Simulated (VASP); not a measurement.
# WSe2 (P6_3/mmc) in VASP: notebook

The runs below take WSe2 through electric field gradients, with PBE.

Program: VASP 6.6.1. These are calculated values, not measurements. Logs are shortened: lines on timing, memory, paths and dates and some standing lists are left out, and cuts for length are marked.

### 1 The cell of the first run

It takes space group P6_3/mmc (No. 194, hexagonal). Conventional cell: a = 3.279 Å, b = 3.279 Å, c = 12.927 Å, α = 90.00°, β = 90.00°, γ = 120.00°. W (site symmetry -6m2) has 6 Se at 2.52 Å and 6 W at 3.28 Å within 3.3 Å. Within 3.4 Å of Se (site symmetry 3m) lie 3 W at 2.52 Å and 7 Se at 3.28 to 3.34 Å.

### 2 Electric field gradients, PBE (20.06 Å³/atom)

Contents of INCAR:

```
PREC = Accurate ; ENCUT = 520
EDIFF = 1E-8 ; ISMEAR = -1
SIGMA = 0.08 ; LREAL = False
LASPH = True ; NELM = 60
ALGO = Normal ; ISIF = 2
LWAVE = False ; LCHARG = False
GGA = PE ; LEFG = True
NBANDS = 35
```

Contents of KPOINTS:

```
Automatic mesh
0
Gamma
  11 11 3
```

Contents of POSCAR:

```
WSe2
1.0
    3.2789950290      0.0000000000      0.0000000000
   -1.6394975145      2.8396929940      0.0000000000
    0.0000000000      0.0000000000     12.9266217496
W Se
2 4
Direct
    0.3333333333      0.6666666667      0.2500000000
    0.6666666667      0.3333333333      0.7500000000
    0.3333333333      0.6666666667      0.6210000000
    0.6666666667      0.3333333333      0.1210000000
    0.3333333333      0.6666666667      0.8790000000
    0.6666666667      0.3333333333      0.3790000000
```

Potentials or basis: VASP PAW PBE potentials, release 64 (W_sv, Se).

Command:

```console
$ cat potpaw_PBE.64/W_sv/POTCAR potpaw_PBE.64/Se/POTCAR > POTCAR
$ mpirun -np 1 vasp_std > vasp.out
```

OUTCAR:

```text
PREC = Accurate
   ENCUT = 520
   EDIFF = 1E-8
   ISMEAR = -1
   LREAL = False
   LASPH = True
   NELM = 60
   ISIF = 2
   GGA = PE

 ion  position               nearest neighbor table
   1  0.333  0.667  0.250-   4 2.52   6 2.52   4 2.52   6 2.52   4 2.52   6 2.52
   2  0.667  0.333  0.750-   3 2.52   5 2.52   3 2.52   5 2.52   3 2.52   5 2.52
   3  0.333  0.667  0.621-   2 2.52   2 2.52   2 2.52
   4  0.667  0.333  0.121-   1 2.52   1 2.52   1 2.52
   5  0.333  0.667  0.879-   2 2.52   2 2.52   2 2.52
   6  0.667  0.333  0.379-   1 2.52   1 2.52   1 2.52

  LATTYP: Found a hexagonal cell.
 ALAT       =     3.2789950290
 C/A-ratio  =     3.9422510968

  Lattice vectors:

 A1 = (   3.2789950290,   0.0000000000,   0.0000000000)
 A2 = (  -1.6394975145,   2.8396929940,   0.0000000000)
 A3 = (   0.0000000000,   0.0000000000,  12.9266217496)

Analysis of symmetry for initial positions (statically):
=====================================================================
 Subroutine PRICEL returns:
 Original cell was already a primitive cell.

 Routine SETGRP: Setting up the symmetry group for a
 hexagonal supercell.

 Subroutine GETGRP returns: Found 24 space group operations
 (whereof 12 operations were pure point group operations)
 out of a pool of 24 trial point group operations.

The static configuration has the point symmetry D_3d.
 The point group associated with its full space group is D_6h.

Analysis of symmetry for dynamics (positions and initial velocities):
=====================================================================
 Subroutine PRICEL returns:
 Original cell was already a primitive cell.

 Routine SETGRP: Setting up the symmetry group for a
 hexagonal supercell.

 Subroutine GETGRP returns: Found 24 space group operations
 (whereof 12 operations were pure point group operations)
 out of a pool of 24 trial point group operations.

The dynamic configuration has the point symmetry D_3d.
 The point group associated with its full space group is D_6h.

 Subroutine INISYM returns: Found 24 space group operations
 (whereof 12 operations are pure point group operations),
 and found     1 'primitive' translations

----------------------------------------------------------------------------------------

                                     Primitive cell

  volume of cell :     120.3642

  direct lattice vectors                    reciprocal lattice vectors
     3.278995029  0.000000000  0.000000000     0.304971490  0.176075372  0.000000000
    -1.639497514  2.839692994  0.000000000     0.000000000  0.352150744  0.000000000
     0.000000000  0.000000000 12.926621750     0.000000000  0.000000000  0.077359732

  length of vectors
     3.278995029  3.278995029 12.926621750     0.352150744  0.352150744  0.077359732

  position of ions in fractional coordinates (direct lattice)
     0.333333333  0.666666667  0.250000000
     0.666666667  0.333333333  0.750000000
     0.333333333  0.666666667  0.621000000
     0.666666667  0.333333333  0.121000000
     0.333333333  0.666666667  0.879000000
     0.666666667  0.333333333  0.379000000

  ion indices of the primitive-cell ions
   primitive index   ion index
                 1           1
                 2           2
                 3           3
                 4           4
                 5           5
                 6           6

----------------------------------------------------------------------------------------

 KPOINTS: Automatic mesh

Automatic generation of k-mesh.
 Grid dimensions read from file:
 generate k-points for:   11   11    3

 Generating k-lattice:

  Cartesian coordinates                     Fractional coordinates (reciprocal lattice)
     0.027724681  0.016006852  0.000000000     0.090909091  0.000000000  0.000000000
     0.000000000  0.032013704  0.000000000     0.000000000  0.090909091  0.000000000
     0.000000000  0.000000000  0.025786577     0.000000000  0.000000000  0.333333333

  Length of vectors
     0.032013704  0.032013704  0.025786577

  Shift w.r.t. Gamma in fractional coordinates (k-lattice)
     0.000000000  0.000000000  0.000000000

 Subroutine IBZKPT returns following result:
 ===========================================

 Found     32 irreducible k-points:

 Following reciprocal coordinates:
            Coordinates               Weight
  0.000000  0.000000  0.000000      1.000000
  0.090909 -0.000000  0.000000      6.000000
  0.181818 -0.000000  0.000000      6.000000
  0.272727  0.000000  0.000000      6.000000
  0.363636  0.000000  0.000000      6.000000
  0.454545  0.000000  0.000000      6.000000
[... 16 lines left out ...]
  0.090909  0.090909  0.333333     12.000000
  0.181818  0.090909  0.333333     24.000000
 [... further k-points ...]
   k-points           NKPTS =     32   k-points in BZ     NKDIM =     32   number of bands    NBANDS=     35
   number of dos      NEDOS =    301   number of ions     NIONS =      6
   total plane-waves  NPLWV =  55296
   dimension x,y,z NGX =    24 NGY =   24 NGZ =   96
   dimension x,y,z NGXF=    48 NGYF=   48 NGZF=  192
   ions per type =               2   4
   NGX,Y,Z   is equivalent  to a cutoff of  12.17, 12.17, 12.35 a.u.
   NGXF,Y,Z  is equivalent  to a cutoff of  24.34, 24.34, 24.69 a.u.
 SYSTEM =  unknown system
   PREC   = accura    normal or accurate (medium, high low for compatibility)
   ISTART =      0    job   : 0-new  1-cont  2-samecut
   ICHARG =      2    charge: 1-file 2-atom 10-const
   ISPIN  =      1    spin polarized calculation?
   LNONCOLLINEAR =      F non collinear calculations
   LSORBIT =      F    spin-orbit coupling
   LASPH  =      T    aspherical Exc in radial PAW
   ENCUT  =  520.0 eV  38.22 Ry    6.18 a.u.   6.10  6.10 24.03*2*pi/ulx,y,z
   NELM   =     60;   NELMIN=  2; NELMDL= -5     # of ELM steps
   EDIFF  = 0.1E-07   stopping-criterion for ELM
   LREAL  =      F    real-space projection
   EDIFFG = 0.1E-06   stopping-criterion for IOM
   NSW    =      0    number of steps for IOM
   IBRION =     -1    ionic relax: 0-MD 1-quasi-New 2-CG
   NFREE  =      0    steps in history (QN), initial steepest desc. (CG)
   ISIF   =      2    stress and relaxation
   ISYM   =      2    0-nonsym 1-usesym 2-fastsym
   POTIM  = 0.5000    time-step for ionic-motion
   TEBEG  =    0.0;   TEEND  =   0.0 temperature during run
   PSTRESS=    0.0 pullay stress
   NELECT =      52.0000    total number of electrons
   NUPDOWN=      -1.0000    fix difference up-down
   EMIN   =  10.00;   EMAX   =-10.00  energy-range for DOS
   EFERMI =   0.00;   METHOD = LEGACY
   ISMEAR =    -1;   SIGMA  =   0.08  broadening in eV -4-tet -1-fermi 0-gaus
   EFERMI_NEDOS =   21; number of points for ismear=-14 and -15
   IALGO  =     38    algorithm
   IMIX   =      4    mixing-type and parameters
     AMIX     =   0.40;   BMIX     =  1.00
     AMIX_MAG =   1.60;   BMIX_MAG =  1.00
  volume/ion in A,a.u.               =      20.06       135.38
  Fermi-wavevector in a.u.,A,eV,Ry     =   1.237590  2.338706 20.839087  1.531630
  Thomas-Fermi vector in A             =   2.372151
   LORBIT       =      0    0 simple, 1 ext, 2 COOP (PROOUT), +10 PAW based schemes
   GGA     = PE    functional components
   LHFCALC =     F    Hartree Fock is set to
   AEXX    =    0.0000 exact exchange contribution
   IVDW    =     0    specifies the selected vdW correction
   LEPSILON=     F    determine dielectric tensor
   LRPA    =     F    only Hartree local field effects (RPA)
 non-spin polarized calculation
  energy-cutoff  :      520.00
  volume of cell :      120.36
 maximum number of plane-waves:      3270
   NGX = 13   NGY = 13   NGZ = 49

 number of electron      51.9999991 magnetization

 Free energy of the ion-electron system (eV)
  ---------------------------------------------------
  ext. energy  EPLUGINS =         0.00000000
  ---------------------------------------------------
  free energy    TOTEN  =       -43.09233047 eV

  energy without entropy =      -43.09223009  energy(sigma->0) =      -43.09228028

 E-fermi :   6.8202     XC(G=0): -10.8042

 val. band max:        6.3958612620   @ k =   0.0000   0.0000   0.0000
 cond. band min:       7.3335616160   @ k =   0.1818   0.1818   0.0000
 fundamental gap:      0.9377003539
 Fermi energy:         6.8202287255

 k-point     1 :       0.0000    0.0000    0.0000
  band No.  band energies     occupation
      1     -67.9299      2.00000
      2     -67.9299      2.00000
      3     -32.1872      2.00000
      4     -32.1872      2.00000
      5     -32.0542      2.00000
      6     -32.0542      2.00000
[... 27 lines left out ...]
     34       9.3735      0.00000
     35      10.9425      0.00000

 k-point     2 :       0.0909   -0.0000    0.0000
  band No.  band energies     occupation
      1     -67.9291      2.00000
      2     -67.9290      2.00000
      3     -32.1835      2.00000
      4     -32.1835      2.00000
      5     -32.0738      2.00000
      6     -32.0738      2.00000
[... 27 lines left out ...]
     34       9.3494      0.00000
     35      11.6585      0.00000

 k-point     3 :       0.1818   -0.0000    0.0000
  band No.  band energies     occupation
      1     -67.9267      2.00000
      2     -67.9267      2.00000
      3     -32.1734      2.00000
      4     -32.1734      2.00000
      5     -32.1259      2.00000
      6     -32.1259      2.00000
[... 27 lines left out ...]
     34       9.8715      0.00000
     35      12.6212      0.00000
[... 723 lines left out ...]
 k-point    23 :       0.0909    0.0909    0.3333
  band No.  band energies     occupation
      1     -67.9275      2.00000
      2     -67.9275      2.00000
      3     -32.1766      2.00000
      4     -32.1766      2.00000
      5     -32.1084      2.00000
      6     -32.1084      2.00000
[... 27 lines left out ...]
     34       9.7458      0.00000
     35      12.6626      0.00000

 k-point    24 :       0.1818    0.0909    0.3333
  band No.  band energies     occupation
      1     -67.9248      2.00000
      2     -67.9248      2.00000
      3     -32.1653      2.00000
      4     -32.1653      2.00000
      5     -32.1649      2.00000
      6     -32.1649      2.00000
[... 27 lines left out ...]
     34      10.2926      0.00000
     35      13.1937      0.00000

 [... further k-points ...]
[... 5 lines left out ...]
  --------------------------------------------------------------------------------------
  -------------------------------------------------------------------------------------
  Total        3.8342390      3.8342390      4.8704781      0.0000000     -0.0000000      0.0000000
  in kB       51.0378731     51.0378731     64.8313386      0.0000000     -0.0000000      0.0000000
  external PRESSURE =      55.6356950 kB  Pullay stress =       0.0000000 kB

 VOLUME and BASIS-vectors are now :
 -----------------------------------------------------------------------------
  energy-cutoff  :      520.00
  volume of cell :      120.36
      direct lattice vectors                 reciprocal lattice vectors
     3.278995029  0.000000000  0.000000000     0.304971490  0.176075372  0.000000000
    -1.639497514  2.839692994  0.000000000     0.000000000  0.352150744  0.000000000
     0.000000000  0.000000000 12.926621750     0.000000000  0.000000000  0.077359732

 POSITION                                       TOTAL-FORCE (eV/Angst)
 -----------------------------------------------------------------------------------
     -0.00000      1.89313      3.23166        -0.000000     -0.000000      0.000000
      1.63950      0.94656      9.69497        -0.000000      0.000000      0.000000
     -0.00000      1.89313      8.02743         0.000000     -0.000000     -0.388958
      1.63950      0.94656      1.56412         0.000000      0.000000     -0.388958
     -0.00000      1.89313     11.36250         0.000000     -0.000000      0.388958
      1.63950      0.94656      4.89919         0.000000      0.000000      0.388958
 -----------------------------------------------------------------------------------
    total drift:                               -0.000000      0.000000     -0.000000

  FREE ENERGIE OF THE ION-ELECTRON SYSTEM (eV)
  ---------------------------------------------------
  free  energy   TOTEN  =       -43.0923304742 eV

  energy  without entropy=      -43.0922300933  energy(sigma->0) =      -43.09228028

 Electric field gradients (V/A^2)
---------------------------------------------------------------------
 ion       V_xx      V_yy      V_zz      V_xy      V_xz      V_yz
---------------------------------------------------------------------
   1      77.224    77.224  -154.448     0.001     0.000    -0.000
   2      77.224    77.224  -154.448     0.001    -0.000     0.000
   3      38.352    38.352   -76.704    -0.000    -0.000     0.000
   4      38.352    38.352   -76.704    -0.000     0.000    -0.000
   5      38.352    38.352   -76.704    -0.000     0.000    -0.000
   6      38.352    38.352   -76.704    -0.000    -0.000     0.000
---------------------------------------------------------------------

 Electric field gradients after diagonalization (V/A^2)
 (convention: |V_zz| > |V_xx| > |V_yy|)
----------------------------------------------------------------------
 ion       V_xx      V_yy      V_zz     asymmetry (V_yy - V_xx)/ V_zz
----------------------------------------------------------------------
   1      77.225    77.223  -154.448       0.000
   2      77.225    77.223  -154.448       0.000
   3      38.352    38.352   -76.704       0.000
   4      38.352    38.352   -76.704       0.000
   5      38.352    38.352   -76.704       0.000
   6      38.352    38.352   -76.704       0.000
----------------------------------------------------------------------

           NMR quadrupolar parameters

 Cq : quadrupolar parameter    Cq=e*Q*V_zz/h
 eta: asymmetry parameters     (V_yy - V_xx)/ V_zz
 Q  : nuclear electric quadrupole moment in mb (millibarn)
----------------------------------------------------------------------
 ion       Cq(MHz)       eta       Q (mb)
----------------------------------------------------------------------
   1      -0.373       0.000       1.000
   2      -0.373       0.000       1.000
   3      -0.185       0.000       1.000
   4      -0.185       0.000       1.000
   5      -0.185       0.000       1.000
   6      -0.185       0.000       1.000
----------------------------------------------------------------------
```

It took 3.7 min on 1 thread of Intel Xeon 8259CL, shared host; peak memory 0.29 GiB.

What came out:

| Property | Result |
| --- | --- |
| Free energy | -43.0923 eV |
| Pressure | 5.6 GPa |
| Largest force | 0.389 eV/Å |
| Band gap on the k mesh | 0.94 eV (least direct gap 1.76 eV) |
| Largest electric field gradient by atom | W -154.4; Se -76.7 V/Å² |

Forces in eV/Å, atoms in the order of the input:
```
W    0.000  0.000  0.000
W    0.000  0.000  0.000
Se   0.000  0.000 -0.389
Se   0.000  0.000 -0.389
Se   0.000  0.000  0.389
Se   0.000  0.000  0.389
```

Electric field gradients, principal values (V/Å²):
| atom | least | middle | greatest (by size) |
| --- | --- | --- | --- |
| 1 W | 77.223 | 77.225 | -154.448 |
| 2 W | 77.223 | 77.225 | -154.448 |
| 3 Se | 38.352 | 38.352 | -76.704 |
| 4 Se | 38.352 | 38.352 | -76.704 |
| 5 Se | 38.352 | 38.352 | -76.704 |
| 6 Se | 38.352 | 38.352 | -76.704 |

Caveat: the cell stands under pressure; without QUAD_EFG the Cq values of the log hold for a quadrupole moment of 1 mb, not for the nuclei; spin-orbit coupling is left out, which moves the levels of the heavy elements; this functional lacks dispersion, which binds layers or chains, so the pressure and a relaxed spacing across them are unreliable.

[end of part 1 of 2]
